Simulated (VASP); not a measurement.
Write the native input for VASP 6.6.1 that does the following.

```
Task                   : relaxation of cell and atoms
Functional             : PBE
Potentials or basis    : VASP PAW PBE potentials, release 64 (Ga_d, Sb, As)
Cutoff                 : 600 eV
k mesh                 : 8 × 8 × 8
Occupations            : gaussian, width 0.1 eV
Spin                   : no spin polarisation
Dipole correction      : no
Further INCAR settings : ALGO = Fast; EDIFF = 1e-07; IBRION = 2; EDIFFG = -0.01; NSW = 100; ISIF = 3
```

The structure of Ga4SbAs lies in POSCAR:

```
Ga4SbAs
1.0
    0.0000000000      3.9142658800      3.9142658800
    3.9142658800      0.0000000000      3.9142658800
    3.9142658800      3.9142658800      0.0000000000
Ga Sb As
4 1 1
Direct
    0.1226123000      0.6257959000      0.6257959000
    0.6257959000      0.1226123000      0.6257959000
    0.6257959000      0.6257959000      0.1226123000
    0.6257959000      0.6257959000      0.6257959000
    0.2500000000      0.2500000000      0.2500000000
    0.0000000000      0.0000000000      0.0000000000
```

The cell was built from a structure type or drawn by symmetry, and may not be a known phase.

These files were run (other wordings do the same):

INCAR

```
SYSTEM = Ga4SbAs
PREC = Accurate
ENCUT = 600
EDIFF = 1E-7
ISMEAR = 0
SIGMA = 0.1
LREAL = .FALSE.
LASPH = .TRUE.
NELM = 100
ALGO = Fast
ISIF = 3
LWAVE = .FALSE.
LCHARG = .FALSE.
GGA = PE
IBRION = 2
NSW = 100
EDIFFG = -0.01
```

KPOINTS

```
Automatic mesh
0
G
  8 8 8
  0 0 0
```

Potentials or basis: VASP PAW PBE potentials, release 64 (Ga_d, Sb, As).

Launch:

```sh
$ cat potpaw_PBE.64/Ga_d/POTCAR potpaw_PBE.64/Sb/POTCAR potpaw_PBE.64/As/POTCAR > POTCAR
$ mpirun -np 1 vasp_std > vasp.out
```

Results of the run:

| Quantity | Value |
| --- | --- |
| Relaxed volume | 21.02 Å³/atom |
| Relaxed cell | a = 5.629 Å, b = 5.629 Å, c = 5.629 Å, α = 60.00°, β = 60.00°, γ = 60.00° |
| Space group after relaxing (to 0.1 Å) | F-43m (No. 216) |
| Energy gained by relaxing | 8.6 meV/atom |
| Ionic steps | 4 |
| Pressure after relaxing | 0.0 GPa |
| Largest force after relaxing | 0.006 eV/Å |
| Band gap on the k mesh | zero (bands 31 and 32 overlap by 2.55 eV) |

Caveat: spin-orbit coupling is left out, which moves the levels of the heavy elements.

Wall time 5.4 min on 1 thread of Intel(R) Xeon(R) 6975P-C (Granite Rapids), on a shared host, peak memory 0.43 GiB.
